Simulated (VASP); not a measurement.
# TiO2: single point with PBE0

Crystal: TiO2.

```
Ti O
1.0
     9.18283    0.00000    0.00000
     0.00000    9.18283    0.00000
     0.00000    0.00000    8.81661
Ti O
24 48
Direct
  0.99235 0.02123 0.96895
  0.02564 0.01379 0.31124
  0.01713 0.01056 0.66633
  0.99385 0.49860 0.98909
  0.02506 0.48730 0.34248
  0.97229 0.50710 0.67902
  0.51310 0.98107 0.02331
  0.52018 0.99825 0.35746
  0.47232 0.99655 0.67636
  0.50601 0.51290 0.99872
  0.47621 0.48505 0.30328
  0.50082 0.47664 0.64493
  0.26055 0.22790 0.14163
  0.25984 0.25744 0.51484
  0.23966 0.23507 0.83645
  0.22031 0.76954 0.14728
  0.27113 0.71816 0.49997
  0.25815 0.76449 0.83582
  0.73165 0.24175 0.18837
  0.73665 0.28047 0.51213
  0.75335 0.20836 0.81283
  0.74888 0.73688 0.16184
  0.71733 0.74356 0.48047
  0.75462 0.78829 0.84126
  0.17404 0.15340 0.01011
  0.13934 0.14786 0.33564
  0.15005 0.13148 0.67672
  0.14622 0.67794 0.01159
  0.15652 0.62643 0.33937
  0.14889 0.65921 0.63318
  0.63683 0.12594 0.98054
  0.64242 0.15112 0.34431
  0.60566 0.15964 0.69046
  0.66398 0.66365 0.98037
  0.66451 0.64355 0.34564
  0.65995 0.65521 0.70441
  0.36278 0.34223 0.00558
  0.34208 0.32746 0.32419
  0.33783 0.35238 0.63720
  0.32685 0.84189 0.01216
  0.33986 0.82689 0.34204
  0.31975 0.83036 0.65765
  0.85128 0.34091 0.99852
  0.84934 0.32688 0.33325
  0.86426 0.30944 0.64956
  0.84742 0.83351 0.00434
  0.85889 0.88710 0.33150
  0.86806 0.84853 0.69102
  0.10277 0.42209 0.17943
  0.09739 0.40437 0.52723
  0.10993 0.36251 0.82099
  0.08668 0.88862 0.17646
  0.09029 0.90502 0.50945
  0.09814 0.93377 0.81327
  0.61620 0.38887 0.18432
  0.59293 0.41871 0.52273
  0.60338 0.39185 0.82355
  0.60898 0.89373 0.16625
  0.61009 0.88166 0.52933
  0.60972 0.91327 0.84731
  0.40073 0.08523 0.17989
  0.37500 0.08696 0.53000
  0.40070 0.08522 0.81394
  0.38745 0.58812 0.13604
  0.42668 0.61201 0.49166
  0.40566 0.62818 0.85501
  0.89025 0.09281 0.17284
  0.87696 0.08532 0.48918
  0.88741 0.10064 0.80467
  0.88237 0.60413 0.15818
  0.93208 0.57720 0.49982
  0.87824 0.57936 0.83905
```

```
Program             : VASP 6.6.1
Task                : single point
Functional          : PBE0
Potentials or basis : VASP PAW PBE potentials, release 64 (Ti_sv, O)
Cutoff              : 520 eV
k mesh              : 1 × 1 × 1, shifted
Occupations         : fermi-dirac, width 0.05 eV
Spin                : no spin polarisation
```

| Property | Result |
| --- | --- |
| Pressure | 22.4 GPa |
| Largest force | 20.231 eV/Å |
| Band gap on the k mesh | 1.49 eV |

Forces in eV/Å, atoms in the order of the input:
```
Ti   -2.521  -2.342   4.138
Ti   -6.905  -3.657   6.286
Ti   -7.793  -4.984 -14.258
Ti   -2.559  -1.723   4.078
Ti   -0.701  -0.407   1.610
Ti    2.819   0.066  -5.159
Ti   -0.591   1.180  -2.450
Ti   -2.326  -2.114  -1.036
Ti    3.313  -3.622  -1.449
Ti    2.287   0.145  -6.432
Ti   -2.012   1.074   1.092
Ti   -6.044   9.344  16.895
Ti    5.324   5.982  10.804
Ti   -7.452  -4.727  -7.885
Ti    3.171   1.007  -2.163
Ti    3.767  -2.590  10.899
Ti   -4.059   2.470  -3.727
Ti   -0.548  -2.496  -1.871
Ti    6.231  -2.471  -3.305
Ti    4.604  -5.826  -2.924
Ti   -9.545   8.228   3.854
Ti    2.300   0.892  -0.064
Ti    9.503   2.447   9.398
Ti   -0.151  -3.124  -6.579
O    -7.800  -6.642  -6.819
O     5.048   5.618  -0.355
O     6.118   7.375  -0.060
O    -4.885  -5.952  -6.913
O     1.133   1.695  -0.726
O    -2.997  -3.216   6.050
O     1.348   2.328   2.306
O    -1.844  -0.770   1.540
O     2.691   0.408  -3.361
O    -3.303  -2.967   4.082
O    -3.908  -4.999  -6.936
O    -1.017  -0.885  -4.515
O    -0.851  -1.064  -0.801
O     2.598   2.796   1.381
O     3.978   3.897   7.369
O     4.795   4.762  -3.276
O     2.205   2.816  -1.917
O     3.875   3.865   2.681
O     0.955  -0.003  -0.185
O    -1.378   0.966   0.774
O    -0.192   2.386   1.938
O     4.558   4.326   2.449
O    -4.425  -5.692  -0.070
O    -0.408  -0.307  -0.330
O     1.105  -2.963  -5.299
O     1.592  -2.644  -1.307
O    -2.762   4.117   1.241
O    -1.866   2.508  -3.387
O     0.413   1.020  -1.008
O     3.249  -4.241   9.384
O    -4.598   4.785  -0.313
O     8.374  -5.804 -13.705
O    -1.750   1.625   0.247
O    -1.529   0.796   2.780
O    -5.095   5.492  -1.259
O    -3.497   0.745  -0.732
O     0.880  -0.687   0.346
O     1.886  -0.558  -3.701
O    -4.098   2.110   6.082
O     1.547  -0.935   4.181
O     2.804  -4.111  -0.901
O    -0.413  -1.663  -0.346
O     0.702   0.811  -4.024
O    -0.050   2.028   1.777
O     6.582  -5.427   3.149
O     2.920  -2.831  -0.200
O    -5.338   2.580   1.621
O     2.532  -0.248   1.309
```

Stress tensor (GPa, compression positive):
```
19.40 -3.55  0.28
-3.55 20.95  6.94
 0.28  6.94 26.72
```

Levels at points of the mesh, in eV from the valence-band top:
| k point | band 285 | band 286 | band 287 | band 288 | band 289 | band 290 | band 291 | band 292 |
| --- | --- | --- | --- | --- | --- | --- | --- | --- |
| (0.25, 0.25, 0.25) | -1.17 | -1.03 | -0.66 | 0.00 | 1.49 | 1.56 | 1.61 | 1.84 |

Wall time 30 min on 4 MPI ranks on AMD EPYC 7R13 Processor (Zen 3), with other jobs on the host, peak memory 0.6 GiB a rank.

Caveat: atoms lie so close that the PAW spheres overlap strongly, which falsifies energies and pressures; the stress differs along the axes, from 19 to 27 GPa; the PAW data sets were made with another functional, which shifts forces and pressure a little; a shifted mesh leaves out Γ, where band edges can lie. A k mesh can miss the band edges.
